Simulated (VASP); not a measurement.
**C: relaxation of cell and atoms with BLYP**

C:

```xyz
1
Lattice="-1.1826 1.1826 1.1826 1.1826 -1.1826 1.1826 1.1826 1.1826 -1.1826" Properties=species:S:1:pos:R:3 pbc="T T T"
C     0.0000    0.0000    0.0000
```

```yaml
Program: VASP 6.6.1
Task: relaxation of cell and atoms
Functional: BLYP
Potentials_or_basis: VASP PAW PBE potentials, release 64 (C)
Cutoff: 600 eV
k_mesh: 18 × 18 × 18
Occupations: fermi-dirac, width 0.1 eV
Spin: no spin polarisation
Dipole_correction: no
Further_INCAR_settings: ALGO = Normal; EDIFF = 1e-06; IBRION = 2; EDIFFG = -0.01; NSW = 80; ISIF = 3
```

* Relaxed volume: 7.50 Å³/atom
* Relaxed cell: a = 2.135 Å, b = 2.135 Å, c = 2.135 Å, α = 109.47°, β = 109.47°, γ = 109.47°
* Space group after relaxing (to 0.05 Å): Im-3m (No. 229)
* Energy gained by relaxing: 50.9 meV/atom
* Ionic steps: 3
* Pressure after relaxing: 0.0 GPa
* Band gap on the k mesh: zero (band 2 reaches 15.12 eV, above the bottom of band 3 at 3.13 eV)

The path:
| step | energy change (eV) | largest force (eV/Å) | pressure (GPa) | volume (Å³) |
| --- | --- | --- | --- | --- |
| 1 | 0.0000 | 0.0000 | 20.87 | 6.62 |
| 2 | -0.0509 | 0.0000 | 0.30 | 7.48 |
| 3 | -0.0509 | 0.0000 | -0.03 | 7.50 |

Final structure:
```yaml
crystal:
  lattice:
    - [-1.23285, 1.23285, 1.23285]
    - [1.23285, -1.23285, 1.23285]
    - [1.23285, 1.23285, -1.23285]
  atoms:
    - { symbol: C, position: [0.00000, 0.00000, 0.00000] }
```

Levels at points of the mesh, in eV from the Fermi level:
```csv
k point,band 1,band 2,band 3,band 4,band 5,band 6
"(0.00, 0.00, 0.00)",-17.92,7.78,7.78,7.78,31.65,31.65
"(0.50, 0.00, 0.00)",-8.35,-7.60,3.81,6.71,20.60,22.28
"(0.50, 0.50, 0.50)",-1.33,-1.33,-1.33,-0.81,12.55,12.55
```

Run time: 14 s on 1 thread of Intel Xeon 8259CL (shared host), peak memory 0.11 GiB.

Caveat: the PAW data sets were made with another functional, which shifts forces and pressure a little.
